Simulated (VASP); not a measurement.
## WC: single point with PBE

WC, a slab with vacuum:

```
C W
1.0
     2.92177    0.00000    0.00000
    -1.46089    2.53033    0.00000
     0.00000    0.00000   24.96477
C W
4 4
Cartesian
  1.4609 0.8434 7.5000
  1.4609 0.8434 10.3471
  1.4609 0.8434 13.1942
  1.4609 0.8434 16.0412
  0.0000 0.0000 8.9235
  0.0000 0.0000 11.7706
  0.0000 0.0000 14.6177
  0.0000 0.0000 17.4648
```

- Program: VASP 6.6.1
- Task: single point
- Functional: PBE
- Potentials or basis: VASP PAW PBE potentials, release 64 (C, W_sv)
- Cutoff: 520 eV
- k mesh: 12 × 12 × 1
- Occupations: gaussian, width 0.1 eV
- Spin: no spin polarisation
- Dipole correction: yes
- Further INCAR settings: ALGO = Normal; EDIFF = 1e-06; NBANDS = 46

The largest force is 5.635 eV/Å and the band gap on the k mesh is zero (bands 36 and 37 overlap by 0.64 eV).

Forces on the atoms (eV/Å):
```
C    0.000  0.000  4.706
C    0.000  0.000  0.962
C    0.000  0.000  0.238
C    0.000  0.000  0.835
W    0.000  0.000 -5.635
W    0.000  0.000 -0.344
W    0.000  0.000  0.162
W    0.000  0.000 -0.924
```

Levels at points of the mesh, in eV from the Fermi level:
```csv
k point,band 32,band 33,band 34,band 35,band 36,band 37,band 38,band 39,band 40,band 41
"(0.00, 0.00, 0.00)",-1.17,-0.97,-0.42,-0.42,0.12,0.28,0.28,0.49,1.52,1.52
"(0.50, 0.00, 0.00)",-1.87,-1.42,-0.46,0.07,0.39,0.81,2.06,2.36,3.58,4.12
```

Wall time 12 min on 1 thread of Intel Xeon 8259CL (shared host), peak memory 0.39 GiB.

Caveat: spin-orbit coupling is left out, which moves the levels of the heavy elements.
